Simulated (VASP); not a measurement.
Input of a VASP 6.6.1 run:

The input POSCAR:

```
CsTl
1.0
    4.1869210000      0.0000000000      0.0000000000
    0.0000000000      4.1869210000      0.0000000000
    0.0000000000      0.0000000000      4.1869210000
Cs Tl
1 1
Direct
    0.0000000000      0.0000000000      0.0000000000
    0.5000000000      0.5000000000      0.5000000000
```

INCAR.step1

```
PREC     = Accurate       # precision mode
ENCUT    = 550            # plane-wave cutoff, eV
ISMEAR   = -1             # smearing method
SIGMA    = 0.1            # smearing width, eV
LREAL    = False          # projectors in reciprocal space
LASPH    = True           # aspherical terms in the spheres
NELM     = 120            # most SCF steps
NBANDS   = 18             # bands
GGA      = PE             # functional
ALGO     = Normal         # electronic algorithm
EDIFF    = 1E-5           # SCF threshold, eV
LWAVE    = True           # write WAVECAR
LCHARG   = False          # write CHGCAR
GGA_COMPAT= False
```

INCAR.step2

```
PREC     = Accurate       # precision mode
ENCUT    = 550            # plane-wave cutoff, eV
EDIFF    = 1E-6           # SCF threshold, eV
ISMEAR   = -1             # smearing method
SIGMA    = 0.1            # smearing width, eV
LREAL    = False          # projectors in reciprocal space
LASPH    = True           # aspherical terms in the spheres
NELM     = 120            # most SCF steps
ALGO     = Normal         # electronic algorithm
ISIF     = 2              # what is computed and relaxed
LWAVE    = False          # write WAVECAR
LCHARG   = False          # write CHGCAR
METAGGA  = R2SCAN         # meta-GGA
LMIXTAU  = True         
NBANDS   = 18             # bands
ISTART   = 1            
GGA_COMPAT= False
```

The input KPOINTS:

```
Automatic mesh
0
Gamma
  4 4 4
```

Potentials or basis: VASP PAW PBE potentials, release 64 (Cs_sv, Tl_d).

Launch:

```sh
$ cat potpaw_PBE.64/Cs_sv/POTCAR potpaw_PBE.64/Tl_d/POTCAR > POTCAR
$ cp INCAR.step1 INCAR
$ mpirun -np 1 vasp_std > vasp.out
$ cp INCAR.step2 INCAR
$ mpirun -np 1 vasp_std > vasp.out
```

(1) What does it give for the band gap on the k mesh?

(2) What does it give for the pressure?

Answers

(1) zero (bands 11 and 12 overlap by 3.39 eV).

(2) 4.6 GPa.

Caveat: the k points lie up to 0.38 Å⁻¹ apart, too coarse for converged energies and pressures of a metal; the PAW data sets were made with another functional, which shifts forces and pressure a little; spin-orbit coupling is left out, which moves the levels of the heavy elements.
